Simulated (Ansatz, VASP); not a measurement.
# Nb in VASP and in Ansatz

INCAR

```
  PREC = Accurate
  ENCUT = 520
  EDIFF = 1E-6
  ISMEAR = 0
  SIGMA = 0.1
  LREAL = F
  LASPH = T
  NELM = 60
  ALGO = Fast
  ISIF = 2
  LWAVE = F
  LCHARG = F
  GGA = PE
  NBANDS = 20
```

Contents of KPOINTS:

```
regular mesh
0
Gamma
  18 18 10
```

POSCAR

```
Nb
1.0
    2.8045656061      0.0000000000      0.0000000000
   -1.4022828030      2.4288250615      0.0000000000
    0.0000000000      0.0000000000      4.4381966234
Nb
2
Direct
    0.3333333333      0.6666666667      0.2500000000
    0.6666666667      0.3333333333      0.7500000000
```

Input for Ansatz:

```yaml
crystal:
  lattice:
    - [2.8045656061, 0.0, 0.0]
    - [-1.402282803, 2.4288250615, 0.0]
    - [0.0, 0.0, 4.4381966234]
  atoms:
    - { symbol: Nb, position: [0.3333333333, 0.6666666667, 0.25] }
    - { symbol: Nb, position: [0.6666666667, 0.3333333333, 0.75] }
basis:
  ecutwfc: 420
kpoints:
  mp_grid: { grid: [18, 18, 10] }
hamiltonian:
  xc: pbe
scf:
  occupations: { method: gaussian, width: 0.1 }
output:
  forces: true
  stress: true
  eigenvalues: true
```

Alike in both runs: task single point; functional PBE; k mesh 18 × 18 × 10; occupations gaussian, width 0.1 eV; no spin polarisation.

|  | VASP | Ansatz |
| --- | --- | --- |
| version | VASP 6.6.1 | Ansatz 0.2.0 |
| potentials or method | VASP PAW PBE potentials, release 64 (Nb_sv), cutoff 520 eV | scalar-relativistic, plane waves, PAW |
| valence electrons in the cell | 26 | 26 |

|  | VASP | Ansatz | Ansatz less VASP |
| --- | --- | --- | --- |
| gap on the k mesh at the Fermi level (eV) | none | none | - |
| pressure (GPa) | 49.6 | 50.0 | +0.46 |
| traceless stress, the component that is largest in VASP (GPa) | 7.62 | 7.57 | -0.056 |

A gap of «none» marks a metal or a gap that the smearing closes. Both programs put the cell under a high pressure, so it lies far from rest at this level. The functional is the same, so the differences come from potentials, cutoffs and numerics.
